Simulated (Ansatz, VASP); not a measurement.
# One calculation of C, two programs

```
C
1.0
     0.00000    1.88771    3.34800
     1.08985    0.00000    3.34800
     1.08985    1.88771    0.00000
C
2
Cartesian
  1.0898 0.6293 3.3480
  1.0898 3.1462 3.3480
```

Change from the starting cell: strain -0.1125 x Voigt [1, 1, 0, 0, 0, 0], atoms carried along.

Alike in both runs: task single point; functional r2SCAN; k mesh 14 × 14 × 14; occupations gaussian, width 0.05 eV; no spin polarisation.

```csv
,VASP,Ansatz
version,VASP 6.6.1,Ansatz 0.2.0
potentials or method,"VASP PAW PBE potentials, release 64 (C), cutoff 520 eV","scalar-relativistic, plane waves, PAW"
valence electrons in the cell,8,8
```

Ansatz gave:

```
gap on the k mesh at the Fermi level (eV)                     : 0.92
least direct gap on the mesh (eV)                             : 1.08
pressure (GPa)                                                : 169.1
traceless stress, the component that is largest in VASP (GPa) : -168.12
rms of the force components (eV/Å)                            : 0.009
```

**Question.** Which values does VASP return?

**Answer.** gap on the k mesh at the Fermi level (eV): 0.92; least direct gap on the mesh (eV): 1.08; pressure (GPa): 170.0; traceless stress, the component that is largest in VASP (GPa): -169.31; rms of the force components (eV/Å): 0.009.

VASP's potentials were made for PBE, not for r2SCAN. Atom by atom the forces differ by 0.000 eV/Å (rms over components). Both programs put the cell under a high pressure, so it lies far from rest at this level. The functional is the same, so the differences come from potentials, cutoffs and numerics.

Noted on VASP's run: the cell as given lies far from equilibrium.
